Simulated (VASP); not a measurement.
# Si16Ge (a cell with a defect) in VASP: notebook, part 2 of 2

VASP 6.6.1.

### Step 4. Single point, LDA

File INCAR:

```
PREC = Accurate ; ENCUT = 520
EDIFF = 1E-6 ; ISMEAR = -1
SIGMA = 0.05 ; LREAL = Auto
LASPH = T ; NELM = 100
ALGO = Normal ; ISIF = 2
LWAVE = F ; LCHARG = F
NBANDS = 53
```

File KPOINTS:

```
Automatic mesh
0
Gamma
  2 2 2
```

File POSCAR:

```
Si16Ge
1.0
    0.0000000000      5.4300000000      5.4300000000
    5.4300000000      0.0000000000      5.4300000000
    5.4300000000      5.4300000000      0.0000000000
Si Ge
16 1
Direct
   -0.0103537013      0.0033430121      0.0036378159
    0.1206872345      0.1291794361      0.1297055548
    0.0006838341     -0.0021154881      0.5009663285
    0.1207131437      0.1290815261      0.6210356321
    0.0007933371      0.5004556774     -0.0018115754
    0.1206780390      0.6203011124      0.1297290632
    0.0007009390      0.5003791153      0.5009861698
    0.1250409697      0.6248335485      0.6252267942
    0.5036328661      0.0035670171      0.0037568605
    0.6252191945      0.1242184914      0.1260227681
    0.5033214307      0.0031299455      0.4903672925
    0.6294079401      0.1291295249      0.6210219358
    0.5037244419      0.4887606009      0.0038264385
    0.6295299896      0.6202881881      0.1297762305
    0.4980420639      0.5004120284      0.5010304373
    0.6294312292      0.6203145296      0.6210131537
    0.3753416981      0.8739239843      0.8763296200
```

Potentials or basis: VASP PAW LDA potentials, release 64 (Si, Ge_d).

On the command line:

```
> cat potpaw_LDA.64/Si/POTCAR potpaw_LDA.64/Ge_d/POTCAR > POTCAR
> mpirun -np 1 vasp_std > vasp.out
```

OUTCAR:

```text
PREC = Accurate
   ENCUT = 520
   EDIFF = 1E-6
   ISMEAR = -1
   LREAL = Auto
   LASPH = T
   NELM = 100
   ISIF = 2

 ion  position               nearest neighbor table
   1  0.990  0.003  0.004-  10 2.28   4 2.40   2 2.40   6 2.40  17 2.42
   2  0.121  0.129  0.130-   3 2.33   5 2.33   1 2.40   9 2.40  17 2.76
   3  0.001  0.998  0.501-   2 2.33  12 2.33   4 2.33   8 2.34
   4  0.121  0.129  0.621-   3 2.33   7 2.33   1 2.40  11 2.40  17 2.77
   5  0.001  0.500  0.998-  14 2.33   6 2.33   2 2.33   8 2.34
   6  0.121  0.620  0.130-   7 2.33   5 2.33   1 2.40  13 2.40  17 2.76
   7  0.001  0.500  0.501-   6 2.33  16 2.33   4 2.33   8 2.34
   8  0.125  0.625  0.625-   5 2.34  15 2.34   7 2.34   3 2.34
   9  0.504  0.004  0.004-  10 2.29  12 2.40   2 2.40  14 2.40  17 2.42
  10  0.625  0.124  0.126-  11 2.28   1 2.28   9 2.29  13 2.29
  11  0.503  0.003  0.490-  10 2.28   4 2.40  12 2.40  16 2.40  17 2.42
  12  0.629  0.129  0.621-   3 2.33  15 2.33  11 2.40   9 2.40  17 2.77
  13  0.504  0.489  0.004-  10 2.29  16 2.40   6 2.40  14 2.40  17 2.41
  14  0.630  0.620  0.130-  15 2.33   5 2.33   9 2.40  13 2.40  17 2.76
  15  0.498  0.500  0.501-  14 2.33  16 2.33  12 2.33   8 2.34
  16  0.629  0.620  0.621-   7 2.33  15 2.33  11 2.40  13 2.40  17 2.76
[... 211 lines left out ...]
      4     -18.4326      2.00000
      5     -18.4326      2.00000
      6      -6.6070      2.00000
[... 421 lines left out ...]
     50      10.2039      0.00000
     51      10.2083      0.00000
 [bands above 51 left out]

------------------------ aborting loop because EDIFF is reached ----------------------------------------

  FORCE on cell =-STRESS in cart. coord.  units (eV):
  Direction    XX          YY          ZZ          XY          YZ          ZX
  --------------------------------------------------------------------------------------
  -------------------------------------------------------------------------------------
  Total        5.9179345      5.9121401      5.9180412      0.0063466     -0.0080417     -0.0091174
  in kB       29.6108758     29.5818829     29.6114097      0.0317558     -0.0402372     -0.0456198
  external PRESSURE =      29.6013895 kB  Pullay stress =       0.0000000 kB

 VOLUME and BASIS-vectors are now :
 -----------------------------------------------------------------------------
  energy-cutoff  :      520.00
  volume of cell :      320.21
      direct lattice vectors                 reciprocal lattice vectors
     0.000000000  5.430000000  5.430000000    -0.092081031  0.092081031  0.092081031
     5.430000000  0.000000000  5.430000000     0.092081031 -0.092081031  0.092081031
     5.430000000  5.430000000  0.000000000     0.092081031  0.092081031 -0.092081031

 POSITION                                       TOTAL-FORCE (eV/Angst)
 -----------------------------------------------------------------------------------
      0.03791      5.39353      5.39193         0.004023      0.008240     -0.007040
      1.40575      1.35963      1.35678        -0.004567     -0.003237      0.002299
      8.13876      2.72396      5.42223         0.002514     -0.001438      0.002012
      4.07314      4.02770      1.35639         0.000537      0.002105     -0.000193
      8.13764      5.42447      2.72178         0.005017      0.005450     -0.004891
      4.07266      1.35971      4.02352        -0.001556     -0.003380      0.005286
[... 9 lines left out ...]
      6.74041      6.78991      6.78612         0.002023     -0.001616     -0.000091
      9.50388      6.79658      6.78351        -0.000056     -0.017558      0.006983
 -----------------------------------------------------------------------------------
    total drift:                                0.003745     -0.000520     -0.001965

  FREE ENERGIE OF THE ION-ELECTRON SYSTEM (eV)
  ---------------------------------------------------
  free  energy   TOTEN  =       -96.5328599236 eV

  energy  without entropy=      -96.4984557838  energy(sigma->0) =      -96.51565785
```

OSZICAR:

```text
N       E                     dE             d eps       ncg     rms          rms(c)
DAV:   1     0.391403844221E+03    0.39140E+03   -0.30176E+04  1042   0.157E+03
DAV:   2    -0.337120481813E+02   -0.42512E+03   -0.39604E+03   928   0.380E+02
DAV:   3    -0.952390367657E+02   -0.61527E+02   -0.58463E+02  1045   0.102E+02
DAV:   4    -0.986001884960E+02   -0.33612E+01   -0.33039E+01  1080   0.274E+01
DAV:   5    -0.987018560342E+02   -0.10167E+00   -0.10144E+00  1056   0.477E+00    0.148E+01
DAV:   6    -0.971880501842E+02    0.15138E+01   -0.91006E-01  1024   0.303E+00    0.883E+00
DAV:   7    -0.965344873053E+02    0.65356E+00   -0.15335E+00   992   0.361E+00    0.677E-01
DAV:   8    -0.965325149436E+02    0.19724E-02   -0.11160E-01  1040   0.154E+00    0.288E-01
DAV:   9    -0.965328016850E+02   -0.28674E-03   -0.36371E-03  1168   0.262E-01    0.195E-01
DAV:  10    -0.965328809480E+02   -0.79263E-04   -0.39410E-04   992   0.757E-02    0.585E-02
DAV:  11    -0.965328602586E+02    0.20689E-04   -0.83989E-05  1040   0.320E-02    0.179E-02
DAV:  12    -0.965328599236E+02    0.33508E-06   -0.64938E-06  1112   0.110E-02
   1 F= -.96532860E+02 E0= -.96515658E+02  d E =-.344041E-01
```

stdout:

```text
POSCAR found type information on POSCAR SiGe
 POSCAR found :  2 types and      17 ions
 scaLAPACK will be used
 LDA part: xc-table for (Slater(with rela. corr.)+CA(PZ))
 , standard interpolation
 POSCAR, INCAR and KPOINTS ok, starting setup
 FFT: planning ... GRIDC
 FFT: planning ... GRID_SOFT
 FFT: planning ... GRID
 WAVECAR not read
 entering main loop
```

It took 89 s on 1 thread of Intel Xeon 6975P-C (Granite Rapids), shared host; peak memory 0.4 GiB.

What came out:

```
Free energy            : -96.5329 eV
Pressure               : 3.0 GPa
Largest force          : 0.020 eV/Å
Band gap on the k mesh : zero (band 39 reaches 6.86 eV, above the bottom of band 40 at 6.56 eV)
```

Forces on the atoms (eV/Å):
```
Si   0.004  0.008 -0.007
Si  -0.005 -0.003  0.002
Si   0.003 -0.001  0.002
Si   0.001  0.002  0.000
Si   0.005  0.005 -0.005
Si  -0.002 -0.003  0.005
Si  -0.003 -0.002 -0.003
Si  -0.001 -0.003  0.002
Si   0.006  0.017 -0.002
Si  -0.003 -0.015  0.007
Si  -0.001  0.005 -0.001
Si   0.001 -0.002 -0.002
Si  -0.002  0.017 -0.010
Si  -0.001 -0.010  0.002
Si  -0.003  0.004  0.003
Si   0.002 -0.002  0.000
Ge   0.000 -0.018  0.007
```

Caveat: the k points lie up to 0.50 Å⁻¹ apart.

### Step 5. Single point, LDA

File INCAR:

```
PREC = Accurate
ENCUT = 520
EDIFF = 1E-6
ISMEAR = -1
SIGMA = 0.05
LREAL = Auto
LASPH = True
NELM = 60
ALGO = Normal
ISIF = 2
LWAVE = False
LCHARG = True
GGA = CA
LELF = True
LVHAR = True
NBANDS = 53
```

KPOINTS is that of step 4.

File POSCAR:

```
Si16Ge
1.0
    0.0000000000      5.4300000000      5.4300000000
    5.4300000000      0.0000000000      5.4300000000
    5.4300000000      5.4300000000      0.0000000000
Si Ge
16 1
Direct
   -0.0003059853      0.0002719153     -0.0002883057
    0.1240117864      0.1245924494      0.1240300184
    0.0039205341      0.0048330571      0.4952870166
    0.1239460405      0.1245893186      0.6268174954
    0.0040372928      0.4959218232      0.0040603131
    0.1240077348      0.6273204420      0.1240263352
    0.0039083794      0.4958951197      0.4952822284
    0.1349285451      0.6218852670      0.6212443831
    0.4952675875      0.0048314917      0.0039416206
    0.6268011050      0.1245885820      0.1239635359
    0.4952132597      0.0047302026      0.4952320442
    0.6211428177      0.1360382136      0.6211575506
    0.4952627993      0.4958946593      0.0039296501
    0.6212250460      0.6218812155      0.1349563536
    0.4992900552      0.5006244936      0.4993232044
    0.6211242173      0.6215855433      0.6211387661
    0.7493112339      0.7505931860      0.7493366483
```

Potentials or basis: VASP PAW LDA potentials, release 64 (Si, Ge_d).

On the command line:

```
> cat potpaw_LDA.64/Si/POTCAR potpaw_LDA.64/Ge_d/POTCAR > POTCAR
> mpirun -np 1 vasp_std > vasp.out
```

OUTCAR:

```text
PREC = Accurate
   ENCUT = 520
   EDIFF = 1E-6
   ISMEAR = -1
   LREAL = Auto
   LASPH = True
   NELM = 60
   ISIF = 2
   GGA = CA

 ion  position               nearest neighbor table
   1  1.000  0.000  1.000-  10 2.34   4 2.34   6 2.34   2 2.34
   2  0.124  0.125  0.124-   9 2.33   3 2.33   5 2.33   1 2.34
   3  0.004  0.005  0.495-   2 2.33   4 2.33  12 2.40   8 2.40  17 2.76
   4  0.124  0.125  0.627-  11 2.33   7 2.33   3 2.33   1 2.34
   5  0.004  0.496  0.004-   2 2.33   6 2.33  14 2.40   8 2.40  17 2.77
   6  0.124  0.627  0.124-  13 2.33   7 2.33   5 2.33   1 2.34
   7  0.004  0.496  0.495-   6 2.33   4 2.33  16 2.40   8 2.40  17 2.76
   8  0.135  0.622  0.621-  15 2.28   5 2.40   3 2.40   7 2.40  17 2.42
   9  0.495  0.005  0.004-   2 2.33  10 2.33  12 2.40  14 2.40  17 2.76
  10  0.627  0.125  0.124-  11 2.33  13 2.33   9 2.33   1 2.34
  11  0.495  0.005  0.495-   4 2.33  10 2.33  16 2.40  12 2.40  17 2.76
  12  0.621  0.136  0.621-  15 2.29   3 2.40   9 2.40  11 2.40  17 2.42
  13  0.495  0.496  0.004-   6 2.33  10 2.33  16 2.40  14 2.40  17 2.76
  14  0.621  0.622  0.135-  15 2.28   5 2.40   9 2.40  13 2.40  17 2.42
[... 207 lines left out ...]

 k-point     1 :       0.0000    0.0000    0.0000
  band No.  band energies     occupation
      1     -18.4464      2.00000
      2     -18.4463      2.00000
      3     -18.4463      2.00000
      4     -18.4322      2.00000
      5     -18.4322      2.00000
      6      -6.6067      2.00000
[... 421 lines left out ...]
     50      10.2051      0.00000
     51      10.2074      0.00000
 [bands above 51 left out]

------------------------ aborting loop because EDIFF is reached ----------------------------------------

  FORCE on cell =-STRESS in cart. coord.  units (eV):
  Direction    XX          YY          ZZ          XY          YZ          ZX
  --------------------------------------------------------------------------------------
  -------------------------------------------------------------------------------------
  Total        5.9183647      5.9142968      5.9190409     -0.0024170     -0.0010395     -0.0516656
  in kB       29.6130282     29.5926743     29.6164120     -0.0120936     -0.0052014     -0.2585131
  external PRESSURE =      29.6073715 kB  Pullay stress =       0.0000000 kB

 VOLUME and BASIS-vectors are now :
 -----------------------------------------------------------------------------
  energy-cutoff  :      520.00
  volume of cell :      320.21
      direct lattice vectors                 reciprocal lattice vectors
     0.000000000  5.430000000  5.430000000    -0.092081031  0.092081031  0.092081031
     5.430000000  0.000000000  5.430000000     0.092081031 -0.092081031  0.092081031
     5.430000000  5.430000000  0.000000000     0.092081031  0.092081031 -0.092081031

 POSITION                                       TOTAL-FORCE (eV/Angst)
 -----------------------------------------------------------------------------------
      5.42991     10.85677      5.42981         0.000142      0.005471      0.000358
      1.35002      1.34687      1.34992         0.009982      0.003999      0.010087
      2.71565      2.71070      0.04753        -0.001944      0.006183     -0.001215
      4.08014      4.07665      1.34955        -0.010552     -0.013441      0.009988
      2.71490      0.04397      2.71478         0.000178     -0.004251      0.000511
      4.07981      1.34683      4.07971        -0.010288      0.003762     -0.010314
[... 9 lines left out ...]
      6.74799      6.74549      6.74791        -0.006390     -0.019686     -0.007183
      8.14462      8.13766      8.14448         0.001214      0.006862      0.001067
 -----------------------------------------------------------------------------------
    total drift:                                0.000710     -0.001215     -0.000594

  FREE ENERGIE OF THE ION-ELECTRON SYSTEM (eV)
  ---------------------------------------------------
  free  energy   TOTEN  =       -96.5330091214 eV

  energy  without entropy=      -96.4986501969  energy(sigma->0) =      -96.51582966
```

OSZICAR:

```text
N       E                     dE             d eps       ncg     rms          rms(c)
DAV:   1     0.388730158208E+03    0.38873E+03   -0.30116E+04  1066   0.158E+03
DAV:   2    -0.342025566303E+02   -0.42293E+03   -0.39369E+03   941   0.380E+02
DAV:   3    -0.954303712090E+02   -0.61228E+02   -0.58854E+02  1053   0.102E+02
DAV:   4    -0.986066699916E+02   -0.31763E+01   -0.31339E+01  1080   0.265E+01
DAV:   5    -0.987027982167E+02   -0.96128E-01   -0.95814E-01  1072   0.463E+00    0.148E+01
DAV:   6    -0.971879963318E+02    0.15148E+01   -0.90663E-01  1008   0.303E+00    0.883E+00
DAV:   7    -0.965346300627E+02    0.65337E+00   -0.15321E+00   992   0.361E+00    0.679E-01
DAV:   8    -0.965326624602E+02    0.19676E-02   -0.11064E-01  1032   0.153E+00    0.290E-01
DAV:   9    -0.965329514868E+02   -0.28903E-03   -0.36688E-03  1160   0.264E-01    0.196E-01
DAV:  10    -0.965330284048E+02   -0.76918E-04   -0.37343E-04   992   0.735E-02    0.592E-02
DAV:  11    -0.965330094967E+02    0.18908E-04   -0.81424E-05  1032   0.317E-02    0.179E-02
DAV:  12    -0.965330091214E+02    0.37532E-06   -0.64116E-06  1088   0.107E-02
   1 F= -.96533009E+02 E0= -.96515830E+02  d E =-.343589E-01
```

It took 92 s on 1 thread of Intel Xeon 6975P-C (Granite Rapids), shared host; peak memory 0.4 GiB.

What came out:

```yaml
Free_energy: -96.5330 eV
Pressure: 3.0 GPa
Largest_force: 0.022 eV/Å
Band_gap_on_the_k_mesh: zero (band 39 reaches 6.86 eV, above the bottom of band 40 at 6.56 eV)
```

Forces in eV/Å, atoms in the order of the input:
```
Si   0.000  0.005  0.000
Si   0.010  0.004  0.010
Si  -0.002  0.006 -0.001
Si  -0.011 -0.013  0.010
Si   0.000 -0.004  0.001
Si  -0.010  0.004 -0.010
Si   0.001  0.007  0.003
Si  -0.003 -0.002  0.002
Si  -0.001  0.006 -0.002
Si   0.010 -0.013 -0.010
Si   0.000  0.009  0.000
Si   0.005 -0.018  0.005
Si   0.003  0.007  0.001
Si   0.002 -0.002 -0.003
Si   0.001  0.017  0.001
Si  -0.006 -0.020 -0.007
Ge   0.001  0.007  0.001
```

Caveat: the k points lie up to 0.50 Å⁻¹ apart.
